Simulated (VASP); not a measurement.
# ZnCu (Pm-3m) in VASP: notebook, part 2 of 2

VASP 6.6.1.

## Step 5: Single point, LDA

This run uses another cell than the first one, of 13.04 Å³/atom.

File INCAR:

```
SYSTEM = ZnCu
PREC = Accurate
ENCUT = 520
EDIFF = 1E-7
ISMEAR = 0
SIGMA = 0.05
LREAL = .FALSE.
LASPH = .TRUE.
NELM = 60
ALGO = Normal
ISIF = 2
LWAVE = .FALSE.
LCHARG = .FALSE.
NBANDS = 18
```

File KPOINTS:

```
regular mesh
0
G
  12 12 12
  0 0 0
```

File POSCAR:

```
ZnCu
1.0
    2.9652259791      0.0000000000      0.0000000000
    0.0000000000      2.9652259791      0.0000000000
    0.0000000000      0.0000000000      2.9652259791
Zn Cu
1 1
Direct
    0.5000000000      0.5000000000      0.5000000000
    0.0000000000      0.0000000000      0.0000000000
```

Potentials or basis: VASP PAW LDA potentials, release 64 (Zn, Cu).

On the command line:

```
cat potpaw_LDA.64/Zn/POTCAR potpaw_LDA.64/Cu/POTCAR > POTCAR
mpirun -np 1 vasp_std > vasp.out
```

OUTCAR:

```text
SYSTEM = ZnCu
   PREC = Accurate
   ENCUT = 520
   EDIFF = 1E-7
   ISMEAR = 0
   LREAL = .FALSE.
   LASPH = .TRUE.
   NELM = 60
   ISIF = 2

 ion  position               nearest neighbor table
   1  0.500  0.500  0.500-   2 2.57   2 2.57   2 2.57   2 2.57   2 2.57   2 2.57   2 2.57   2 2.57

   2  0.000  0.000  0.000-   1 2.57   1 2.57   1 2.57   1 2.57   1 2.57   1 2.57   1 2.57   1 2.57

  LATTYP: Found a simple cubic cell.
 ALAT       =     2.9652259791

  Lattice vectors:

 A1 = (   2.9652259791,   0.0000000000,   0.0000000000)
 A2 = (   0.0000000000,   2.9652259791,   0.0000000000)
 A3 = (   0.0000000000,   0.0000000000,   2.9652259791)

Analysis of symmetry for initial positions (statically):
=====================================================================
 Subroutine PRICEL returns:
 Original cell was already a primitive cell.

 Routine SETGRP: Setting up the symmetry group for a
 simple cubic supercell.

 Subroutine GETGRP returns: Found 48 space group operations
 (whereof 48 operations were pure point group operations)
 out of a pool of 48 trial point group operations.

The static configuration has the point symmetry O_h .

Analysis of symmetry for dynamics (positions and initial velocities):
=====================================================================
 Subroutine PRICEL returns:
 Original cell was already a primitive cell.

 Routine SETGRP: Setting up the symmetry group for a
 simple cubic supercell.

 Subroutine GETGRP returns: Found 48 space group operations
 (whereof 48 operations were pure point group operations)
 out of a pool of 48 trial point group operations.

The dynamic configuration has the point symmetry O_h .

 Subroutine INISYM returns: Found 48 space group operations
 (whereof 48 operations are pure point group operations),
 and found     1 'primitive' translations

----------------------------------------------------------------------------------------

[... 105 lines left out ...]
   EMIN   =  10.00;   EMAX   =-10.00  energy-range for DOS
   EFERMI =   0.00;   METHOD = LEGACY
   ISMEAR =     0;   SIGMA  =   0.05  broadening in eV -4-tet -1-fermi 0-gaus
   EFERMI_NEDOS =   21; number of points for ismear=-14 and -15
   IALGO  =     38    algorithm
   IMIX   =      4    mixing-type and parameters
     AMIX     =   0.40;   BMIX     =  1.00
     AMIX_MAG =   1.60;   BMIX_MAG =  1.00
  volume/ion in A,a.u.               =      13.04        87.97
  Fermi-wavevector in a.u.,A,eV,Ry     =   1.570096  2.967052 33.541118  2.465203
  Thomas-Fermi vector in A             =   2.671881
   LORBIT       =      0    0 simple, 1 ext, 2 COOP (PROOUT), +10 PAW based schemes
   GGA     = CA    functional components
   LHFCALC =     F    Hartree Fock is set to
   AEXX    =    0.0000 exact exchange contribution
   IVDW    =     0    specifies the selected vdW correction
   LEPSILON=     F    determine dielectric tensor
   LRPA    =     F    only Hartree local field effects (RPA)
 non-spin polarized calculation
 Gauss-broadening in eV      SIGMA  =   0.05
  energy-cutoff  :      520.00
  volume of cell :       26.07
 maximum number of plane-waves:       739
 NGX is ok and might be reduce to    24
   NGX = 11   NGY = 11   NGZ = 11

 number of electron      23.0000021 magnetization

 Free energy of the ion-electron system (eV)
  ---------------------------------------------------
  ext. energy  EPLUGINS =         0.00000000
  ---------------------------------------------------
  free energy    TOTEN  =        -6.70542850 eV

  energy without entropy =       -6.70461138  energy(sigma->0) =       -6.70501994

 E-fermi :   5.0103     XC(G=0): -12.6444

 val. band max:        4.9945654614   @ k =   0.5000   0.3333   0.3333
 cond. band min:       5.1268827816   @ k =   0.3333   0.3333   0.0000
 fundamental gap:      0.1323173201
 Fermi energy:         5.0103272995

 k-point     1 :       0.0000    0.0000    0.0000
  band No.  band energies     occupation
      1      -5.0698      2.00000
      2      -2.7293      2.00000
      3      -2.7293      2.00000
      4      -2.0776      2.00000
      5      -2.0776      2.00000
      6      -2.0776      2.00000
[... 481 lines left out ...]
      5      -2.0055      2.00000
      6      -0.1802      2.00000
[... 10 lines left out ...]
     17      20.0376      0.00000
     18      20.9041      0.00000

 [... further k-points ...]
[... 5 lines left out ...]
  --------------------------------------------------------------------------------------
  -------------------------------------------------------------------------------------
  Total       -1.7792126     -1.7792126     -1.7792126     -0.0000000      0.0000000     -0.0000000
  in kB     -109.3364681   -109.3364681   -109.3364681     -0.0000000      0.0000000     -0.0000000
  external PRESSURE =    -109.3364681 kB  Pullay stress =       0.0000000 kB

 VOLUME and BASIS-vectors are now :
 -----------------------------------------------------------------------------
  energy-cutoff  :      520.00
  volume of cell :       26.07
      direct lattice vectors                 reciprocal lattice vectors
     2.965225979  0.000000000  0.000000000     0.337242425  0.000000000  0.000000000
     0.000000000  2.965225979  0.000000000     0.000000000  0.337242425  0.000000000
     0.000000000  0.000000000  2.965225979     0.000000000  0.000000000  0.337242425

 POSITION                                       TOTAL-FORCE (eV/Angst)
 -----------------------------------------------------------------------------------
      1.48261      1.48261      1.48261         0.000000      0.000000      0.000000
      0.00000      0.00000      0.00000         0.000000      0.000000      0.000000
 -----------------------------------------------------------------------------------
    total drift:                                0.000000      0.000000     -0.000000

  FREE ENERGIE OF THE ION-ELECTRON SYSTEM (eV)
  ---------------------------------------------------
  free  energy   TOTEN  =        -6.7054284976 eV

  energy  without entropy=       -6.7046113758  energy(sigma->0) =       -6.70501994
```

OSZICAR:

```text
N       E                     dE             d eps       ncg     rms          rms(c)
DAV:   1     0.115545265622E+03    0.11555E+03   -0.11333E+04  3208   0.213E+03
DAV:   2    -0.284939478536E+01   -0.11839E+03   -0.11367E+03  3046   0.301E+02
DAV:   3    -0.781608626253E+01   -0.49667E+01   -0.49334E+01  3408   0.769E+01
DAV:   4    -0.785964513608E+01   -0.43559E-01   -0.43538E-01  3468   0.666E+00
DAV:   5    -0.786028338623E+01   -0.63825E-03   -0.63823E-03  3412   0.840E-01    0.957E+00
DAV:   6    -0.775020257083E+01    0.11008E+00   -0.15767E+01  3240   0.954E+01    0.634E+00
DAV:   7    -0.672016596072E+01    0.10300E+01   -0.34685E+00  3270   0.915E+01    0.214E+00
DAV:   8    -0.671546414827E+01    0.47018E-02   -0.15351E-01  4198   0.550E+00    0.117E+00
DAV:   9    -0.670548260108E+01    0.99815E-02   -0.11761E-02  3764   0.222E+00    0.681E-02
DAV:  10    -0.670543154450E+01    0.51057E-04   -0.71917E-04  4648   0.554E-01    0.380E-02
DAV:  11    -0.670542984063E+01    0.17039E-05   -0.77459E-05  3666   0.244E-01    0.110E-02
DAV:  12    -0.670542850777E+01    0.13329E-05   -0.10286E-05  3442   0.781E-02    0.194E-03
DAV:  13    -0.670542849759E+01    0.10172E-07   -0.50766E-07  3916   0.104E-02
   1 F= -.67054285E+01 E0= -.67050199E+01  d E =-.817122E-03
```

stdout:

```text
POSCAR found type information on POSCAR ZnCu
 POSCAR found :  2 types and       2 ions
 scaLAPACK will be used
 LDA part: xc-table for (Slater(with rela. corr.)+CA(PZ))
 , standard interpolation
 POSCAR, INCAR and KPOINTS ok, starting setup
 FFT: planning ... GRIDC
 FFT: planning ... GRID_SOFT
 FFT: planning ... GRID
 WAVECAR not read
 entering main loop
```

Run time: 18 s. Hardware: 1 thread of Intel Xeon Platinum 8375C at 2.90GHz (Ice Lake), shared host; peak memory 0.16 GiB.

Results:

```yaml
Free_energy: -6.7054 eV
Pressure: -10.9 GPa
Band_gap_on_the_k_mesh: zero (an odd number of electrons rules out a gap without spin polarisation)
```

Caveat: the cell stands under tension.

## Step 6: Overview

```tsv
level	potentials or basis	cell	gap on the mesh (eV)	pressure (GPa)
PBE	VASP PAW PBE potentials, release 64 (Zn, Cu)	a = 2.963 Å, 2 atoms	none	1.1
PBE	VASP PAW PBE potentials, release 64 (Zn, Cu)	a = 2.965 Å, 2 atoms	none	0.8
PBEsol	VASP PAW PBE potentials, release 64 (Zn, Cu)	a = 2.965 Å, 2 atoms	none	-6.1
LDA	VASP PAW LDA potentials, release 64 (Zn, Cu)	a = 2.965 Å, 2 atoms	none	-10.9
```

Alike in all rows: task single point; no spin polarisation; k mesh 12 × 12 × 12; cutoff (eV) 520; smearing gaussian 0.05 eV.

Caveats: the cell stands under tension (at least some runs); the PAW data sets were made with another functional, which shifts forces and pressure a little (at least some runs).

Total energies depend on the potentials used, so only differences within one code and one set of settings carry meaning.
